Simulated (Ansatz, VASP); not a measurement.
# LiCl: VASP beside Ansatz

POSCAR

```
LiCl
1.0
    0.0000000000      2.5006410000      2.4365220000
    2.5006410000      0.0000000000      2.4365220000
    2.5006410000      2.5006410000      0.0000000000
Li Cl
1 1
Direct
    0.0000000000      0.0000000000      0.0000000000
    0.5000000000      0.5000000000      0.5000000000
```

Contents of INCAR.step1:

```
SYSTEM = LiCl
PREC = Accurate
ENCUT = 520
ISMEAR = 0
SIGMA = 0.05
LREAL = .FALSE.
LASPH = .TRUE.
NELM = 60
NBANDS = 12
GGA = PE
ALGO = Normal
EDIFF = 1E-4
LWAVE = .TRUE.
LCHARG = .FALSE.
```

The input INCAR.step2:

```
SYSTEM = LiCl
PREC = Accurate
ENCUT = 520
EDIFF = 1E-6
ISMEAR = 0
SIGMA = 0.05
LREAL = .FALSE.
LASPH = .TRUE.
NELM = 60
ALGO = Normal
ISIF = 2
LWAVE = .FALSE.
LCHARG = .TRUE.
METAGGA = R2SCAN
LMIXTAU = .TRUE.
LELF = .TRUE.
LVHAR = .TRUE.
NBANDS = 12
ISTART = 1
```

The input KPOINTS:

```
regular mesh
0
G
  8 8 8
  0 0 0
```

Input for Ansatz:

```yaml
crystal:
  lattice:
    - [0.0, 2.500641, 2.436522]
    - [2.500641, 0.0, 2.436522]
    - [2.500641, 2.500641, 0.0]
  atoms:
    - { symbol: Li, position: [0.0, 0.0, 0.0] }
    - { symbol: Cl, position: [0.5, 0.5, 0.5] }
basis:
  ecutwfc: 500
kpoints:
  mp_grid: { grid: [8, 8, 8] }
hamiltonian:
  xc: r2scan
scf:
  occupations: { method: gaussian, width: 0.05 }
output:
  forces: true
  stress: true
  eigenvalues: true
```

Change from the starting cell: strain -0.025 along x and y, -0.050 along z, atoms carried along.

Alike in both runs: task single point; functional r2SCAN; k mesh 8 × 8 × 8; occupations gaussian, width 0.05 eV; no spin polarisation.

```csv
,VASP,Ansatz
version,VASP 6.6.1,Ansatz 0.2.0
potentials or method,"VASP PAW PBE potentials, release 64 (Li_sv, Cl), cutoff 520 eV","scalar-relativistic, plane waves, PAW"
valence electrons in the cell,10,10
```

```tsv
	VASP	Ansatz	Ansatz less VASP
gap on the k mesh at the Fermi level (eV)	7.62	7.60	-0.019
least direct gap on the mesh (eV)	7.93	7.88	-0.052
```

VASP's potentials were made for PBE, not for r2SCAN. The functional is the same, so the differences come from potentials, cutoffs and numerics.

Noted on VASP's run: the cutoff is under 1.25 times that of the potentials, so the pressure is a little rough.
